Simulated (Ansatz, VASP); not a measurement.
This is a calculation of Ta for VASP 6.6.1.

The input INCAR:

```
SYSTEM = Ta
PREC = Accurate
ENCUT = 600
EDIFF = 1E-6
ISMEAR = -1
SIGMA = 0.05
LREAL = .FALSE.
LASPH = .TRUE.
NELM = 80
ALGO = Normal
ISIF = 3
LWAVE = .FALSE.
LCHARG = .FALSE.
GGA = PS
IVDW = 13
IBRION = 2
NSW = 60
EDIFFG = -0.01
```

File KPOINTS:

```
Automatic mesh
0
G
  11 11 5
  0 0 0
```

The input POSCAR:

```
Ta
1.0
    2.9003720726      0.0000000000      0.0000000000
   -1.4501860363      2.5117958953      0.0000000000
    0.0000000000      0.0000000000      5.1662740000
Ta
2
Direct
    0.3333333333      0.6666666667      0.2500000000
    0.6666666667      0.3333333333      0.7500000000
```

Potentials or basis: VASP PAW PBE potentials, release 64 (Ta_pv).

The run is started by

```sh
$ cat potpaw_PBE.64/Ta_pv/POTCAR > POTCAR
$ mpirun -np 1 vasp_std > vasp.out
```

Problem. Translate it to Ansatz 0.2.0. Potentials there: Ansatz PAW.

Solution. As run (the cutoff follows the program's own potentials):

The input input.yaml:

```yaml
crystal:
  lattice:
    - [2.9003720726, 0.0, 0.0]
    - [-1.4501860363, 2.5117958953, 0.0]
    - [0.0, 0.0, 5.166274]
  atoms:
    - { symbol: Ta, position: [0.3333333333, 0.6666666667, 0.25] }
    - { symbol: Ta, position: [0.6666666667, 0.3333333333, 0.75] }
hamiltonian:
  xc: pbesol
  pseudopotentials: { kind: paw }
  dispersion: d4
kpoints:
  mp_grid: { grid: [11, 11, 5] }
scf:
  occupations: { method: fermi_dirac, width: 0.05 }
output:
  forces: true
  stress: true
  eigenvalues: true
relax:
  f_tol: 0.01
  max_steps: 40
  cell: { stress_tol: 0.05 }
```

Potentials or basis: Ansatz PAW.

The run is started by

```sh
$ ansatz run input.yaml --threads 2 --pin off --max-ram 5632MiB --backend cpu --events-out ev --progress --plain --runs-dir out
```

Both were run:

|  | VASP | Ansatz | Ansatz less VASP |
| --- | --- | --- | --- |
| gap on the k mesh at the Fermi level, each at its own relaxed structure (eV) | none | none | - |
| relaxed volume (Å³/atom) | 17.99 | 17.97 | -0.018 |
| relaxed cell length with the largest relative difference (Å) | 2.854 | 2.853 | -0.0013 |

VASP's potentials were made for PBE, not for PBEsol. A gap of «none» marks a metal or a gap that the smearing closes. VASP's potentials hold 22 valence electrons a cell and Ansatz's 26, so a difference there can come from the potentials and not from the codes.

Neither program's run includes spin-orbit coupling. Noted on Ansatz's run: the plane-wave basis is chosen anew once the cell has moved, so the energies of steps on either side of that aren't comparable.
